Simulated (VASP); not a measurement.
Wanted: the native input for a VASP 6.6.1 run.

```yaml
Task: single point
Functional: PBE
Potentials_or_basis: VASP PAW PBE potentials, release 64 (Cu)
Cutoff: 520 eV
k_mesh: 20 × 20 × 18
Occupations: fermi-dirac, width 0.05 eV
Spin: no spin polarisation
Dipole_correction: no
Further_INCAR_settings: ALGO = Normal; EDIFF = 1e-07; NBANDS = 12
```

The structure of Cu lies in POSCAR:

```
Cu
1.0
    2.1973715606      0.0000000000      0.0000000000
   -1.0986857803      1.9029795930      0.0000000000
    0.0000000000      0.0000000000      2.1097535996
Cu
1
Direct
    0.0000000000      0.0000000000      0.0000000000
```

One way to write it, as run:

INCAR

```
SYSTEM = Cu
PREC = Accurate
ENCUT = 520
EDIFF = 1E-7
ISMEAR = -1
SIGMA = 0.05
LREAL = .FALSE.
LASPH = .TRUE.
NELM = 100
ALGO = Normal
ISIF = 2
LWAVE = .FALSE.
LCHARG = .TRUE.
GGA = PE
LELF = .TRUE.
LVHAR = .TRUE.
NBANDS = 12
```

KPOINTS

```
Automatic mesh
0
G
  20 20 18
  0 0 0
```

Potentials or basis: VASP PAW PBE potentials, release 64 (Cu).

Launch:

```bash
$ cat potpaw_PBE.64/Cu/POTCAR > POTCAR
$ mpirun -np 1 vasp_std > vasp.out
```

It gave:

| Property | Result |
| --- | --- |
| Pressure | 120.7 GPa |

Wall time 30 s on 1 thread of Intel Xeon 8259CL, on a shared host, peak memory 0.15 GiB.
